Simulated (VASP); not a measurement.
Here is a VASP 6.6.1 calculation.

INCAR

```
ALGO = Normal
EDIFF = 1E-6
ENCUT = 520
GGA = CA
ISIF = 2
ISMEAR = -1
LASPH = True
LCHARG = True
LELF = True
LREAL = False
LVHAR = True
LWAVE = False
NBANDS = 16
NELM = 60
PREC = Accurate
SIGMA = 0.1
```

KPOINTS

```
k-points
0
Gamma
  8 8 4
```

Contents of POSCAR:

```
Rb
1.0
    2.5381800000     -4.4447200000      0.0000000000
    2.5381800000      4.4447200000      0.0000000000
    0.0000000000      0.0000000000      8.2368000000
Rb
2
Direct
    0.8397100000      0.1602900000      0.7500000000
    0.1602900000      0.8397100000      0.2500000000
```

Potentials or basis: VASP PAW LDA potentials, release 64 (Rb_sv).

Launch:

```bash
$ cat potpaw_LDA.64/Rb_sv/POTCAR > POTCAR
$ mpirun -np 1 vasp_std > vasp.out
```

**Question.** Predict the band gap on the k mesh.

**Answer.** Zero (bands 9 and 10 overlap by 2.13 eV).

**Question.** What does it give for the largest force?

**Answer.** 0.005 eV/Å.

**Question.** Estimate the pressure.

**Answer.** -0.4 GPa.

Forces on the atoms (eV/Å):
```
Rb   0.000  0.005  0.000
Rb   0.000 -0.005  0.000
```
